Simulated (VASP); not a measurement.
# MgB2 (P6/mmm) in VASP: further runs, part 2 of 2

VASP 6.6.1. Earlier steps stand in the parts before.

## (4) Single point, PBE (volume scaled by 1.10, then relaxed in part)

Input file INCAR:

```
ALGO     = Normal         # electronic algorithm
EDIFF    = 1E-7           # SCF threshold, eV
ENCUT    = 520            # plane-wave cutoff, eV
GGA      = PE             # functional
ISIF     = 2              # what is computed and relaxed
ISMEAR   = 0              # smearing method
LASPH    = True           # aspherical terms in the spheres
LCHARG   = False          # write CHGCAR
LREAL    = False          # projectors in reciprocal space
LWAVE    = False          # write WAVECAR
NBANDS   = 11             # bands
NELM     = 60             # most SCF steps
PREC     = Accurate       # precision mode
SIGMA    = 0.1            # smearing width, eV
```

Input file KPOINTS:

```
k-points
0
Gamma
  18 18 12
```

Input file POSCAR:

```
MgB2
1.0
    3.1537951024      0.0000000000      0.0000000000
   -1.5768975512      2.7312666770      0.0000000000
    0.0000000000      0.0000000000      3.6855969365
Mg B
1 2
Direct
    0.0000000000      0.0000000000      0.0000000000
    0.3333333333      0.6666666667      0.5000000000
    0.6666666667      0.3333333333      0.5000000000
```

Potentials or basis: VASP PAW PBE potentials, release 64 (Mg, B).

The run is started by

```
$ cat potpaw_PBE.64/Mg/POTCAR potpaw_PBE.64/B/POTCAR > POTCAR
$ mpirun -np 1 vasp_std > vasp.out
```

OUTCAR:

```text
EDIFF = 1E-7
   ENCUT = 520
   GGA = PE
   ISIF = 2
   ISMEAR = 0
   LASPH = True
   LREAL = False
   NELM = 60
   PREC = Accurate

 ion  position               nearest neighbor table
   1  0.000  0.000  0.000-   2 2.59   3 2.59   2 2.59   3 2.59   2 2.59   2 2.59   3 2.59   3 2.59
                             3 2.59   3 2.59   2 2.59   2 2.59
   2  0.333  0.667  0.500-   3 1.82   3 1.82   3 1.82   1 2.59   1 2.59   1 2.59   1 2.59   1 2.59
                             1 2.59
   3  0.667  0.333  0.500-   2 1.82   2 1.82   2 1.82   1 2.59   1 2.59   1 2.59   1 2.59   1 2.59
                             1 2.59

  LATTYP: Found a hexagonal cell.
 ALAT       =     3.1537951024
 C/A-ratio  =     1.1686228232

  Lattice vectors:

 A1 = (   3.1537951024,   0.0000000000,   0.0000000000)
 A2 = (  -1.5768975512,   2.7312666770,   0.0000000000)
 A3 = (   0.0000000000,   0.0000000000,   3.6855969365)

Analysis of symmetry for initial positions (statically):
=====================================================================
 Subroutine PRICEL returns:
 Original cell was already a primitive cell.

[... 184 lines left out ...]
      4       5.0625      0.00000
      5       5.7192      0.00000
      6      10.8098      0.00000
      7      10.8098      0.00000
      8      12.1347      0.00000
      9      13.9760      0.00000
     10      16.6822      0.00000
     11      19.9275      0.00000
[... 309 lines left out ...]
 k-point    24 :       0.3889    0.1111    0.0000
  band No.  band energies     occupation
      1      -3.9432      2.00000
      2      -2.0475      2.00000
      3       1.8541      2.00000
      4       4.6930      0.43406
      5       7.6947      0.00000
      6       8.8610      0.00000
      7       9.6964      0.00000
      8      11.2595      0.00000
      9      14.7763      0.00000
     10      16.3595      0.00000
     11      17.9111      0.00000

 [... further k-points ...]

------------------------ aborting loop because EDIFF is reached ----------------------------------------

  FORCE on cell =-STRESS in cart. coord.  units (eV):
  Direction    XX          YY          ZZ          XY          YZ          ZX
  --------------------------------------------------------------------------------------
  -------------------------------------------------------------------------------------
  Total       -2.3124571     -2.3124571     -2.3453587      0.0000000      0.0000000      0.0000000
  in kB     -116.7021475   -116.7021475   -118.3625818      0.0000000      0.0000000      0.0000000
  external PRESSURE =    -117.2556256 kB  Pullay stress =       0.0000000 kB

 VOLUME and BASIS-vectors are now :
 -----------------------------------------------------------------------------
  energy-cutoff  :      520.00
  volume of cell :       31.75
      direct lattice vectors                 reciprocal lattice vectors
     3.153795102  0.000000000  0.000000000     0.317078303  0.183065244  0.000000000
    -1.576897551  2.731266677  0.000000000     0.000000000  0.366130488  0.000000000
     0.000000000  0.000000000  3.685596937     0.000000000  0.000000000  0.271326468

 POSITION                                       TOTAL-FORCE (eV/Angst)
 -----------------------------------------------------------------------------------
      0.00000      0.00000      0.00000        -0.000000      0.000000      0.000000
     -0.00000      1.82084      1.84280         0.000000     -0.000000     -0.000000
      1.57690      0.91042      1.84280        -0.000000      0.000000      0.000000
 -----------------------------------------------------------------------------------
    total drift:                                0.000000     -0.000000      0.000000

  FREE ENERGIE OF THE ION-ELECTRON SYSTEM (eV)
  ---------------------------------------------------
  free  energy   TOTEN  =       -15.2104074957 eV

  energy  without entropy=      -15.2068587624  energy(sigma->0) =      -15.20863313
```

OSZICAR:

```text
N       E                     dE             d eps       ncg     rms          rms(c)
DAV:   1     0.357436330673E+01    0.35744E+01   -0.36474E+03  6098   0.602E+02
DAV:   2    -0.162390571913E+02   -0.19813E+02   -0.18552E+02  7368   0.102E+02
DAV:   3    -0.168300288604E+02   -0.59097E+00   -0.58798E+00  7378   0.146E+01
DAV:   4    -0.168315990029E+02   -0.15701E-02   -0.15698E-02  6642   0.831E-01
DAV:   5    -0.168316060104E+02   -0.70076E-05   -0.70078E-05  7145   0.568E-02    0.499E+00
DAV:   6    -0.154350150733E+02    0.13966E+01   -0.18746E+00  6477   0.596E+00    0.233E+00
DAV:   7    -0.152155040266E+02    0.21951E+00   -0.93160E-01  6722   0.420E+00    0.734E-01
DAV:   8    -0.152205720640E+02   -0.50680E-02   -0.10805E-01  6441   0.168E+00    0.392E-01
DAV:   9    -0.152104633540E+02    0.10109E-01   -0.26016E-02  6407   0.697E-01    0.666E-02
DAV:  10    -0.152104103299E+02    0.53024E-04   -0.12063E-03  7043   0.198E-01    0.237E-02
DAV:  11    -0.152104094964E+02    0.83343E-06   -0.56028E-05  6463   0.425E-02    0.551E-03
DAV:  12    -0.152104075454E+02    0.19511E-05   -0.94974E-06  6541   0.135E-02    0.179E-03
DAV:  13    -0.152104074957E+02    0.49711E-07   -0.24463E-07  6604   0.318E-03
   1 F= -.15210407E+02 E0= -.15208633E+02  d E =-.354873E-02
```

Run time: 23 s. Hardware: 1 thread of Intel Xeon 6975P-C (Granite Rapids), shared host; peak memory 0.21 GiB.

Results:

| Item | Value |
| --- | --- |
| Free energy | -15.2104 eV |
| Pressure | -11.7 GPa |
| Band gap on the k mesh | zero (band 4 reaches 6.29 eV, above the bottom of band 5 at 2.85 eV) |

## (5) Single point, PBE (volume scaled by 1.10, then relaxed in part)

INCAR is that of step 4.

Input file KPOINTS:

```
k-points
0
Gamma
  15 15 12
```

Input file POSCAR:

```
MgB2
1.0
    3.1515357359      0.0000000000      0.0000000000
   -1.5757678680      2.7293100082      0.0000000000
    0.0000000000      0.0000000000      3.6937335747
Mg B
1 2
Direct
    0.0000000000      0.0000000000      0.0000000000
    0.3333333333      0.6666666667      0.5000000000
    0.6666666667      0.3333333333      0.5000000000
```

The run is started by

```
$ cat potpaw_PBE.64/Mg/POTCAR potpaw_PBE.64/B/POTCAR > POTCAR
$ mpirun -np 1 vasp_std > vasp.out
```

It took 18 s on 1 thread of Intel Xeon 6975P-C (Granite Rapids), shared host; peak memory 0.19 GiB.

The run converged. Its results:

| Item | Value |
| --- | --- |
| Free energy | -15.2096 eV |
| Pressure | -11.8 GPa |
| Band gap on the k mesh | zero (band 4 reaches 6.27 eV, above the bottom of band 5 at 2.85 eV) |

Stress tensor (GPa, compression positive):
```
-11.70   0.00   0.00
  0.00 -11.70   0.00
  0.00   0.00 -11.85
```

Levels at points of the mesh, in eV from the Fermi level:
```
           k point  band 2  band 3  band 4  band 5  band 6  band 7
(0.00, 0.00, 0.00)   -3.00    0.41    0.41    1.01    6.17    6.17
(0.00, 0.00, 0.50)   -7.07    0.71    0.71    6.50    6.50    7.69
```

## (6) Overview

| cell | k mesh | gap on the mesh (eV) | pressure (GPa) |
| --- | --- | --- | --- |
| a = 3.100, b = 3.100, c = 3.573 Å, angles 90.0, 90.0, 120.0°, 3 atoms | 18 × 18 × 12 | none | -4.3 |
| a = 3.123, b = 3.123, c = 3.622 Å, angles 90.0, 90.0, 120.0°, 3 atoms | 18 × 18 × 12 | none | -7.8 |
| a = 3.154, b = 3.154, c = 3.686 Å, angles 90.0, 90.0, 120.0°, 3 atoms | 18 × 18 × 12 | none | -11.7 |
| a = 3.152, b = 3.152, c = 3.694 Å, angles 90.0, 90.0, 120.0°, 3 atoms | 15 × 15 × 12 | none | -11.8 |

Alike in all rows: task single point; level PBE; potentials or basis VASP PAW PBE potentials, release 64 (Mg, B); no spin polarisation; cutoff (eV) 520; smearing gaussian 0.1 eV.

Absolute energies hang on the potentials; compare differences alone.
